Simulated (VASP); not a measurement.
Wanted: the native input for a VASP 6.6.1 run.

```yaml
Task: relaxation of cell and atoms
Functional: PBE
Potentials_or_basis: VASP PAW PBE potentials, release 64 (Ga_d, P)
Cutoff: 600 eV
k_mesh: 8 × 8 × 8
Occupations: gaussian, width 0.1 eV
Spin: no spin polarisation
Dipole_correction: no
Further_INCAR_settings: ALGO = Normal; EDIFF = 1e-06; IBRION = 2; EDIFFG = -0.01; NSW = 100; ISIF = 3
```

The structure of Ga2P3 lies in POSCAR:

```
Ga2P3
1.0
    4.7014581206      0.0000000000      0.0000000000
    0.0000000000      4.7014581206      0.0000000000
    0.0000000000      0.0000000000      4.7014581206
Ga P
2 3
Direct
    0.0000000000      0.0000000000      0.0000000000
    0.5000000000      0.5000000000      0.5000000000
    0.0000000000      0.5000000000      0.5000000000
    0.5000000000      0.0000000000      0.5000000000
    0.5000000000      0.5000000000      0.0000000000
```

The cell was built from a structure type or drawn by symmetry, and may not be a known phase.

These files were run (other wordings do the same):

INCAR

```
SYSTEM = Ga2P3
ALGO = Normal ; EDIFF = 1E-6
EDIFFG = -0.01 ; ENCUT = 600
GGA = PE ; IBRION = 2
ISIF = 3 ; ISMEAR = 0
LASPH = .True. ; LCHARG = .False.
LREAL = .False. ; LWAVE = .False.
NELM = 80 ; NSW = 100
PREC = Accurate ; SIGMA = 0.1
```

KPOINTS

```
k-points
0
Gamma
  8 8 8
  0 0 0
```

Potentials or basis: VASP PAW PBE potentials, release 64 (Ga_d, P).

Run with:

```console
$ cat potpaw_PBE.64/Ga_d/POTCAR potpaw_PBE.64/P/POTCAR > POTCAR
$ mpirun -np 1 vasp_std > vasp.out
```

Results of the run:

| Quantity | Value |
| --- | --- |
| Relaxed volume | 21.49 Å³/atom |
| Relaxed cell | a = 4.754 Å, b = 4.754 Å, c = 4.754 Å, α = 90.00°, β = 90.00°, γ = 90.00° |
| Space group after relaxing (to 0.1 Å) | Pm-3m (No. 221) |
| Energy gained by relaxing | 3.9 meV/atom |
| Ionic steps | 2 |
| Pressure after relaxing | 0.0 GPa |
| Band gap on the k mesh | zero (an odd number of electrons rules out a gap without spin polarisation) |

Wall time 56 s on 1 thread of Intel(R) Xeon(R) 6975P-C (Granite Rapids), with other jobs on the host, peak memory 0.3 GiB.
